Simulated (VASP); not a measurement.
Runs of VASP 6.6.1 on Hg. The structure is that of space group P6_3/mmc (No. 194), or close to it. The cells are those of the table. 

| cell | k mesh | gap on the mesh (eV) | pressure (GPa) |
| --- | --- | --- | --- |
| a = 3.036, b = 3.036, c = 10.220 Å, angles 90.0, 90.0, 120.0°, 4 atoms | 13 × 13 × 4 | none | (b) |
| a = 3.122, b = 3.122, c = 10.509 Å, angles 90.0, 90.0, 120.0°, 4 atoms | 13 × 13 × 4 | none | (a) |
| a = 3.080, b = 3.080, c = 10.367 Å, angles 90.0, 90.0, 120.0°, 4 atoms | 13 × 13 × 4 | none | 2.9 |
| a = 3.122, b = 3.122, c = 10.509 Å, angles 90.0, 90.0, 120.0°, 4 atoms | 11 × 11 × 3 | none | 0.6 |
| a = 2.992, b = 2.992, c = 10.070 Å, angles 90.0, 90.0, 120.0°, 4 atoms | 13 × 13 × 4 | none | 11.0 |

Alike in all rows: task single point; level LDA; potentials or basis VASP PAW LDA potentials, release 64 (Hg); no spin polarisation; cutoff (eV) 520; smearing fermi-dirac 0.1 eV.

**Question.** Estimate the missing entries.

**Answer.** (a) 0.5; (b) 6.3.

Caveats: spin-orbit coupling is left out, which moves the levels of the heavy elements.

A k mesh can miss the band edges, and the runs leave out spin-orbit coupling on Hg.

A gap of «none» marks levels without a gap at the run's occupations.
